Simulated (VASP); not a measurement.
Runs of VASP 6.6.1 on CdS (Greenockite). The structure is that of space group P6_3mc (No. 186), or close to it. The cells are those of the table. 

| cell | gap on the mesh (eV) | pressure (GPa) | largest force (eV/Å) |
| --- | --- | --- | --- |
| a = 4.036, b = 4.036, c = 6.552 Å, angles 90.0, 90.0, 120.0°, 4 atoms | 1.13 | 3.0 | (c) |
| a = 4.113, b = 4.113, c = 6.677 Å, angles 90.0, 90.0, 120.0°, 4 atoms | 1.00 | -1.1 | 0.07 |
| a = 4.187, b = 4.187, c = 6.796 Å, angles 90.0, 90.0, 120.0°, 4 atoms | 0.87 | -4.0 | 0.06 |
| a = 4.150, b = 4.150, c = 6.737 Å, angles 90.0, 90.0, 120.0°, 4 atoms | 0.94 | (a) | 0.06 |
| a = 4.258, b = 4.258, c = 6.912 Å, angles 90.0, 90.0, 120.0°, 4 atoms | 0.75 | -6.2 | 0.05 |
| a = 4.075, b = 4.075, c = 6.615 Å, angles 90.0, 90.0, 120.0°, 4 atoms | 1.06 | (b) | 0.07 |
| a = 4.223, b = 4.223, c = 6.855 Å, angles 90.0, 90.0, 120.0°, 4 atoms | 0.81 | -5.2 | 0.05 |

Alike in all rows: task single point; level LDA; potentials or basis VASP PAW LDA potentials, release 64 (Cd, S); no spin polarisation; k mesh 5 × 5 × 3; cutoff (eV) 520; smearing gaussian 0.01 eV.

Fill in the values left out.

(a) -2.6; (b) 0.8; (c) 0.08.

A k mesh can miss the band edges, and the runs leave out spin-orbit coupling on Cd.
